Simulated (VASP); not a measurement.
SiO2, 6 atoms in the cell. Symmetry: P4_2/mnm, No. 136, tetragonal system. The conventional cell has a = 4.208 Å, b = 4.208 Å, c = 2.685 Å, α = 90.00°, β = 90.00°, γ = 90.00°. Within 2.3 Å of Si (site symmetry mmm) lie 6 O at 1.77 to 1.83 Å. O (site symmetry m2m) has 3 Si at 1.77 to 1.83 Å within 2.3 Å.  This cell differs from its parent crystal: volume scaled by 1.02.

```yaml
Program: VASP 6.6.1
Task: single point
Functional: PBEsol
Potentials_or_basis: VASP PAW PBE potentials, release 64 (Si, O)
Cutoff: 520 eV
k_mesh: 6 × 6 × 9
Occupations: fermi-dirac, width 0.03 eV
Spin: no spin polarisation
Dipole_correction: no
Further_INCAR_settings: ALGO = Normal; EDIFF = 1e-06; NBANDS = 25
```

Potentials or basis: VASP PAW PBE potentials, release 64 (Si, O).

Run with:

```sh
$ cat potpaw_PBE.64/Si/POTCAR potpaw_PBE.64/O/POTCAR > POTCAR
$ mpirun -np 1 vasp_std > vasp.out
```

Hardware: 1 thread of Intel(R) Xeon(R) 6975P-C (Granite Rapids), with other jobs on the host.

Task: How long does it take, and how much memory?

Result: Run time: 15 s on 1 thread of Intel(R) Xeon(R) 6975P-C (Granite Rapids) (shared host), peak memory 0.17 GiB. Counts: scf iterations 12, k points 50.
